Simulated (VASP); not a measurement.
Here is a VASP 6.6.1 calculation.

Contents of INCAR:

```
PREC = Accurate
ENCUT = 600
EDIFF = 1E-6
ISMEAR = -1
SIGMA = 0.1
LREAL = False
LASPH = True
NELM = 80
ALGO = Normal
ISIF = 3
LWAVE = False
LCHARG = False
GGA = PE
IBRION = 2
NSW = 60
EDIFFG = -0.005
PSTRESS = 550.0
```

File KPOINTS:

```
regular mesh
0
Gamma
  19 19 19
```

The input POSCAR:

```
Si
1.0
   -1.3758454234      1.3758454234      1.3758454234
    1.3758454234     -1.3758454234      1.3758454234
    1.3758454234      1.3758454234     -1.3758454234
Si
1
Direct
    0.0000000000      0.0000000000      0.0000000000
```

Potentials or basis: VASP PAW PBE potentials, release 64 (Si).

Launch:

```sh
$ cat potpaw_PBE.64/Si/POTCAR > POTCAR
$ mpirun -np 1 vasp_std > vasp.out
```

Task: Estimate the relaxed cell.

Result: a = 2.409 Å, b = 2.409 Å, c = 2.409 Å, α = 109.47°, β = 109.47°, γ = 109.47°.

Task: Predict the relaxed volume.

Result: 10.76 Å³/atom.

Task: What does it give for the space group after relaxing (to 0.05 Å)?

Result: Im-3m (No. 229).

The path:
| step | energy change (eV) | largest force (eV/Å) | pressure (GPa) | volume (Å³) |
| --- | --- | --- | --- | --- |
| 1 | 0.0000 | 0.0000 | 64.98 | 10.42 |
| 2 | -0.3225 | 0.0000 | 39.09 | 11.43 |
| 3 | -0.1303 | 0.0000 | 54.79 | 10.77 |
| 4 | -0.1277 | 0.0000 | 55.01 | 10.76 |

Caveat: the cell is relaxed towards a set pressure, so the enthalpy falls and the energy may rise.
